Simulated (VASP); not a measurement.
# BN (CsCl type) (Pm-3m) in VASP: notebook

BN (CsCl type) is run at these levels: PBE; tasks: density of states.

Everything below comes from runs of VASP 6.6.1. Logs are shortened: lines on timing, memory, paths and dates and some standing lists are left out, and cuts for length are marked.

## Step 1: The cell of the first run

It takes space group Pm-3m (No. 221, cubic). The conventional cell has a = 2.320 Å, b = 2.320 Å, c = 2.320 Å, α = 90.00°, β = 90.00°, γ = 90.00°. Within 2.7 Å of B (site symmetry m-3m) lie 8 N at 2.01 Å and 6 B at 2.32 Å. Within 2.7 Å of N (site symmetry m-3m) lie 8 B at 2.01 Å and 6 N at 2.32 Å.

## Step 2: Density of states, PBE

The input, POSCAR:

```
BN
1.0
    2.3203634545      0.0000000000      0.0000000000
    0.0000000000      2.3203634545      0.0000000000
    0.0000000000      0.0000000000      2.3203634545
B N
1 1
Direct
    0.0000000000      0.0000000000      0.0000000000
    0.5000000000      0.5000000000      0.5000000000
```

The input, INCAR.step1:

```
SYSTEM = BN
  PREC = Accurate
  ENCUT = 520
  EDIFF = 1E-6
  ISMEAR = -1
  SIGMA = 0.05
  LREAL = .False.
  LASPH = .True.
  NELM = 80
  ALGO = Normal
  ISIF = 2
  LWAVE = .False.
  LCHARG = .True.
  GGA = PE
  NBANDS = 11
```

The input, KPOINTS.step1:

```
Automatic mesh
0
Gamma
  14 14 14
  0 0 0
```

The input, INCAR.step2:

```
SYSTEM = BN
  PREC = Accurate
  ENCUT = 520
  EDIFF = 1E-6
  ISMEAR = -5
  SIGMA = 0.05
  LREAL = .False.
  LASPH = .True.
  NELM = 80
  ALGO = Normal
  ISIF = 2
  LWAVE = .False.
  LCHARG = .False.
  GGA = PE
  LORBIT = 11
  NEDOS = 1001
  ICHARG = 11
```

The input, KPOINTS.step2:

```
Automatic mesh
0
Gamma
  21 21 21
  0 0 0
```

Potentials or basis: VASP PAW PBE potentials, release 64 (B, N).

Launch:

```sh
> cat potpaw_PBE.64/B/POTCAR potpaw_PBE.64/N/POTCAR > POTCAR
> cp INCAR.step1 INCAR
> cp KPOINTS.step1 KPOINTS
> mpirun -np 1 vasp_std > vasp.out
> cp INCAR.step2 INCAR
> cp KPOINTS.step2 KPOINTS
> mpirun -np 1 vasp_std > vasp.out
```

OUTCAR:

```text
SYSTEM = BN
   PREC = Accurate
   ENCUT = 520
   EDIFF = 1E-6
   ISMEAR = -5
   LREAL = .False.
   LASPH = .True.
   NELM = 80
   ISIF = 2
   GGA = PE
   LORBIT = 11
   ICHARG = 11

 ion  position               nearest neighbor table
   1  0.000  0.000  0.000-
   2  0.500  0.500  0.500-

  LATTYP: Found a simple cubic cell.
 ALAT       =     2.3203634545

  Lattice vectors:

 A1 = (   2.3203634545,   0.0000000000,   0.0000000000)
 A2 = (   0.0000000000,   2.3203634545,   0.0000000000)
 A3 = (   0.0000000000,   0.0000000000,   2.3203634545)

Analysis of symmetry for initial positions (statically):
=====================================================================
 Subroutine PRICEL returns:
 Original cell was already a primitive cell.

 Routine SETGRP: Setting up the symmetry group for a
 simple cubic supercell.

 Subroutine GETGRP returns: Found 48 space group operations
 (whereof 48 operations were pure point group operations)
 out of a pool of 48 trial point group operations.

The static configuration has the point symmetry O_h .

Analysis of symmetry for dynamics (positions and initial velocities):
=====================================================================
 Subroutine PRICEL returns:
 Original cell was already a primitive cell.

 Routine SETGRP: Setting up the symmetry group for a
 simple cubic supercell.

 Subroutine GETGRP returns: Found 48 space group operations
 (whereof 48 operations were pure point group operations)
 out of a pool of 48 trial point group operations.

The dynamic configuration has the point symmetry O_h .

 Subroutine INISYM returns: Found 48 space group operations
 (whereof 48 operations are pure point group operations),
 and found     1 'primitive' translations

----------------------------------------------------------------------------------------

                                     Primitive cell

  volume of cell :      12.4930

  direct lattice vectors                    reciprocal lattice vectors
     2.320363454  0.000000000  0.000000000     0.430966967  0.000000000  0.000000000
     0.000000000  2.320363454  0.000000000     0.000000000  0.430966967  0.000000000
     0.000000000  0.000000000  2.320363454     0.000000000  0.000000000  0.430966967

  length of vectors
     2.320363454  2.320363454  2.320363454     0.430966967  0.430966967  0.430966967

  position of ions in fractional coordinates (direct lattice)
[... 8 lines left out ...]
----------------------------------------------------------------------------------------

 KPOINTS: Automatic mesh

Automatic generation of k-mesh.
 Grid dimensions read from file:
 generate k-points for:   21   21   21

 Generating k-lattice:

  Cartesian coordinates                     Fractional coordinates (reciprocal lattice)
     0.020522237  0.000000000  0.000000000     0.047619048  0.000000000  0.000000000
     0.000000000  0.020522237  0.000000000     0.000000000  0.047619048  0.000000000
     0.000000000  0.000000000  0.020522237     0.000000000  0.000000000  0.047619048

  Length of vectors
     0.020522237  0.020522237  0.020522237

  Shift w.r.t. Gamma in fractional coordinates (k-lattice)
     0.000000000  0.000000000  0.000000000

 TETIRR: Found   4601 inequivalent tetrahedra from    55566

 Subroutine IBZKPT returns following result:
 ===========================================

 Found    286 irreducible k-points:

 Following reciprocal coordinates:
            Coordinates               Weight
  0.000000  0.000000  0.000000      1.000000
  0.047619  0.000000  0.000000      6.000000
  0.095238  0.000000  0.000000      6.000000
  0.142857  0.000000  0.000000      6.000000
  0.190476  0.000000  0.000000      6.000000
  0.238095  0.000000  0.000000      6.000000
[... 16 lines left out ...]
  0.142857  0.095238  0.000000     24.000000
  0.190476  0.095238  0.000000     24.000000
 [... further k-points ...]
   k-points           NKPTS =    286   k-points in BZ     NKDIM =    286   number of bands    NBANDS=      8
   number of dos      NEDOS =   1001   number of ions     NIONS =      2
   total plane-waves  NPLWV =   5832
   dimension x,y,z NGX =    18 NGY =   18 NGZ =   18
   dimension x,y,z NGXF=    36 NGYF=   36 NGZF=   36
   ions per type =               1   1
   NGX,Y,Z   is equivalent  to a cutoff of  12.90, 12.90, 12.90 a.u.
   NGXF,Y,Z  is equivalent  to a cutoff of  25.79, 25.79, 25.79 a.u.
 SYSTEM =  BN
   PREC   = accura    normal or accurate (medium, high low for compatibility)
   ISTART =      0    job   : 0-new  1-cont  2-samecut
   ICHARG =     11    charge: 1-file 2-atom 10-const
   ISPIN  =      1    spin polarized calculation?
   LNONCOLLINEAR =      F non collinear calculations
   LSORBIT =      F    spin-orbit coupling
   LASPH  =      T    aspherical Exc in radial PAW
   ENCUT  =  520.0 eV  38.22 Ry    6.18 a.u.   4.31  4.31  4.31*2*pi/ulx,y,z
   NELM   =     80;   NELMIN=  2; NELMDL=  0     # of ELM steps
   EDIFF  = 0.1E-05   stopping-criterion for ELM
   LREAL  =      F    real-space projection
   EDIFFG = 0.1E-04   stopping-criterion for IOM
   NSW    =      0    number of steps for IOM
   IBRION =     -1    ionic relax: 0-MD 1-quasi-New 2-CG
   NFREE  =      0    steps in history (QN), initial steepest desc. (CG)
   ISIF   =      2    stress and relaxation
   ISYM   =      2    0-nonsym 1-usesym 2-fastsym
   POTIM  = 0.5000    time-step for ionic-motion
   TEBEG  =    0.0;   TEEND  =   0.0 temperature during run
   PSTRESS=    0.0 pullay stress
   NELECT =       8.0000    total number of electrons
   NUPDOWN=      -1.0000    fix difference up-down
   EMIN   =  10.00;   EMAX   =-10.00  energy-range for DOS
   EFERMI =   0.00;   METHOD = LEGACY
   ISMEAR =    -5;   SIGMA  =   0.05  broadening in eV -4-tet -1-fermi 0-gaus
   EFERMI_NEDOS =   21; number of points for ismear=-14 and -15
   IALGO  =     38    algorithm
   IMIX   =      4    mixing-type and parameters
     AMIX     =   0.40;   BMIX     =  1.00
     AMIX_MAG =   1.60;   BMIX_MAG =  1.00
  volume/ion in A,a.u.               =       6.25        42.15
  Fermi-wavevector in a.u.,A,eV,Ry     =   1.411071  2.666537 27.090844  1.991121
  Thomas-Fermi vector in A             =   2.532960
   LORBIT       =     11    0 simple, 1 ext, 2 COOP (PROOUT), +10 PAW based schemes
   GGA     = PE    functional components
   LHFCALC =     F    Hartree Fock is set to
   AEXX    =    0.0000 exact exchange contribution
   IVDW    =     0    specifies the selected vdW correction
   LEPSILON=     F    determine dielectric tensor
   LRPA    =     F    only Hartree local field effects (RPA)
 non-spin polarized calculation
 Fermi weights with tetrahedron method with Bloechl corrections
  energy-cutoff  :      520.00
  volume of cell :       12.49
 maximum number of plane-waves:       350
 NGX is ok and might be reduce to    18

 number of electron       8.0000000 magnetization

 Free energy of the ion-electron system (eV)
  ---------------------------------------------------
  ext. energy  EPLUGINS =         0.00000000
  ---------------------------------------------------
  free energy    TOTEN  =       -10.01720264 eV

  energy without entropy =      -10.01720264  energy(sigma->0) =      -10.01720264

 E-fermi :   8.9898     XC(G=0): -13.1721

 val. band max:        9.0687807592   @ k =   0.4762   0.2857   0.0952
 cond. band min:       8.9852365050   @ k =   0.4762   0.2857   0.0476
 fundamental gap:     -0.0835442542
 Fermi energy:         8.9897879347

 k-point     1 :       0.0000    0.0000    0.0000
  band No.  band energies     occupation
      1     -12.0872      2.00000
      2       6.9180      2.00000
      3       6.9180      2.00000
      4       6.9180      2.00000
      5      10.5091      0.00000
      6      20.0188      0.00000
      7      20.0188      0.00000
      8      20.0188      0.00000

 k-point     2 :       0.0476    0.0000    0.0000
  band No.  band energies     occupation
      1     -12.0389      2.00000
      2       6.5144      2.00000
      3       6.9588      2.00000
      4       6.9588      2.00000
      5      10.7056      0.00000
      6      19.7002      0.00000
      7      19.9488      0.00000
      8      19.9488      0.00000

 k-point     3 :       0.0952    0.0000    0.0000
  band No.  band energies     occupation
      1     -11.8945      2.00000
      2       5.5326      2.00000
      3       7.0801      2.00000
      4       7.0801      2.00000
      5      11.1080      0.00000
      6      19.2334      0.00000
      7      19.7405      0.00000
      8      19.7405      0.00000

 k-point     4 :       0.1429    0.0000    0.0000
  band No.  band energies     occupation
      1     -11.6555      2.00000
      2       4.2781      2.00000
      3       7.2785      2.00000
      4       7.2785      2.00000
      5      11.5119      0.00000
      6      18.7859      0.00000
      7      19.4027      0.00000
      8      19.4027      0.00000

 k-point     5 :       0.1905    0.0000    0.0000
  band No.  band energies     occupation
      1     -11.3253      2.00000
      2       2.9175      2.00000
      3       7.5476      2.00000
      4       7.5476      2.00000
      5      11.8648      0.00000
      6      18.3434      0.00000
      7      18.9503      0.00000
      8      18.9503      0.00000
[... 177 lines left out ...]
 k-point    22 :       0.0952    0.0952    0.0000
  band No.  band energies     occupation
      1     -11.7018      2.00000
      2       5.5649      2.00000
      3       5.8445      2.00000
      4       7.2392      2.00000
      5      11.7346      0.00000
      6      18.8021      0.00000
      7      19.2381      0.00000
      8      19.5043      0.00000

 k-point    23 :       0.1429    0.0952    0.0000
  band No.  band energies     occupation
      1     -11.4629      2.00000
      2       4.4376      2.00000
      3       5.9227      2.00000
      4       7.4337      2.00000
      5      12.1748      0.00000
      6      18.2177      0.00000
      7      19.0571      0.00000
      8      19.2133      0.00000

 k-point    24 :       0.1905    0.0952    0.0000
  band No.  band energies     occupation
      1     -11.1326      2.00000
      2       3.0867      2.00000
      3       6.1883      2.00000
      4       7.6973      2.00000
      5      12.5660      0.00000
      6      17.5647      0.00000
      7      18.8182      0.00000
      8      18.8251      0.00000

 [... further k-points ...]

------------------------ aborting loop because EDIFF is reached ----------------------------------------

  FORCE on cell =-STRESS in cart. coord.  units (eV):
  Direction    XX          YY          ZZ          XY          YZ          ZX
  --------------------------------------------------------------------------------------
  -------------------------------------------------------------------------------------
  Total        0.0039917      0.0039917      0.0039917      0.0000000      0.0000000     -0.0000000
  in kB        0.5119226      0.5119226      0.5119226      0.0000000      0.0000000     -0.0000000
  external PRESSURE =       0.5119226 kB  Pullay stress =       0.0000000 kB

 VOLUME and BASIS-vectors are now :
 -----------------------------------------------------------------------------
  energy-cutoff  :      520.00
  volume of cell :       12.49
      direct lattice vectors                 reciprocal lattice vectors
     2.320363454  0.000000000  0.000000000     0.430966967  0.000000000  0.000000000
     0.000000000  2.320363454  0.000000000     0.000000000  0.430966967  0.000000000
     0.000000000  0.000000000  2.320363454     0.000000000  0.000000000  0.430966967

 POSITION                                       TOTAL-FORCE (eV/Angst)
 -----------------------------------------------------------------------------------
      0.00000      0.00000      0.00000         0.000000      0.000000      0.000000
      1.16018      1.16018      1.16018         0.000000      0.000000      0.000000
 -----------------------------------------------------------------------------------
    total drift:                                0.000000     -0.000000      0.000000

  FREE ENERGIE OF THE ION-ELECTRON SYSTEM (eV)
  ---------------------------------------------------
  free  energy   TOTEN  =       -10.0172026425 eV

  energy  without entropy=      -10.0172026425  energy(sigma->0) =      -10.01720264

 total charge

# of ion       s       p       d       tot
------------------------------------------
    1        0.627   0.813   0.000   1.440
    2        1.348   2.236   0.000   3.584
--------------------------------------------------
tot          1.975   3.049   0.000   5.024
```

Run time: 14 s. Hardware: 1 thread of AMD EPYC 9R45 (Zen 5), shared host; peak memory 0.11 GiB.

What came out:

```yaml
Valence_electrons_inside_the_program's_atomic_spheres: B 1.44; N 3.58
```

Caveat: tetrahedron occupations give inexact forces and stress in metals.

## Step 3: Density of states, PBE

POSCAR is that of step 2.

The input, INCAR.step1:

```
PREC = Accurate
ENCUT = 520
EDIFF = 1E-7
ISMEAR = -1
SIGMA = 0.05
LREAL = F
LASPH = T
NELM = 60
ALGO = Normal
ISIF = 2
LWAVE = F
LCHARG = T
GGA = PE
NBANDS = 11
```

The input, KPOINTS.step1:

```
Automatic mesh
0
Gamma
  14 14 14
```

The input, INCAR.step2:

```
PREC = Accurate
ENCUT = 520
EDIFF = 1E-7
ISMEAR = -5
SIGMA = 0.05
LREAL = F
LASPH = T
NELM = 60
ALGO = Normal
ISIF = 2
LWAVE = F
LCHARG = F
GGA = PE
LORBIT = 11
NBANDS = 11
NEDOS = 2001
ICHARG = 11
```

The input, KPOINTS.step2:

```
Automatic mesh
0
Gamma
  21 21 21
```

Potentials or basis: VASP PAW PBE potentials, release 64 (B, N).

Launch:

```sh
> cat potpaw_PBE.64/B/POTCAR potpaw_PBE.64/N/POTCAR > POTCAR
> cp INCAR.step1 INCAR
> cp KPOINTS.step1 KPOINTS
> mpirun -np 1 vasp_std > vasp.out
> cp INCAR.step2 INCAR
> cp KPOINTS.step2 KPOINTS
> mpirun -np 1 vasp_std > vasp.out
```

Run time: 17 s. Hardware: 1 thread of AMD EPYC 9R45 (Zen 5), shared host; peak memory 0.12 GiB.

Results (log left out):

| Quantity | Value |
| --- | --- |
| Valence electrons inside the program's atomic spheres | B 1.44; N 3.58 |

Levels at points of the mesh, in eV from the Fermi level:
```
           k point  band 2  band 3  band 4  band 5  band 6  band 7
(0.00, 0.00, 0.00)   -2.07   -2.07   -2.07    1.52   11.03   11.03
```

Caveat: tetrahedron occupations give inexact forces and stress in metals.
